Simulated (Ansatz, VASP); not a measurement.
# One calculation of ZnSe, two programs

```
CELL_PARAMETERS angstrom
0.00000 2.83380 2.83380
2.83380 0.00000 2.83380
2.83380 2.83380 0.00000
ATOMIC_POSITIONS crystal
Se 0.75000 0.75000 0.75000
Zn 0.00000 0.00000 0.00000
```

Alike in both runs: task single point; functional r2SCAN; dispersion rVV10; k mesh 8 × 8 × 8; occupations tetrahedron; no spin polarisation.

|  | VASP | Ansatz |
| --- | --- | --- |
| version | VASP 6.6.1 | Ansatz 0.2.0 |
| potentials or method | VASP PAW PBE potentials, release 64 (Se, Zn) | Ansatz PAW earlier set |
| plane-wave cutoff (eV) | 550 | 820 |
| valence electrons in the cell | 18 | 36 |

Ansatz gave:

| Property | Result |
| --- | --- |
| gap on the k mesh at the Fermi level (eV) | 1.82 |
| least direct gap on the mesh (eV) | 1.82 |
| pressure (GPa) | -0.9 |

**Question.** Which values does VASP return?

**Answer.** gap on the k mesh at the Fermi level (eV): 1.82; least direct gap on the mesh (eV): 1.82; pressure (GPa): -0.7.

VASP's potentials were made for PBE, not for r2SCAN. VASP's potentials hold 18 valence electrons a cell and Ansatz's 36, so a difference there can come from the potentials and not from the codes.
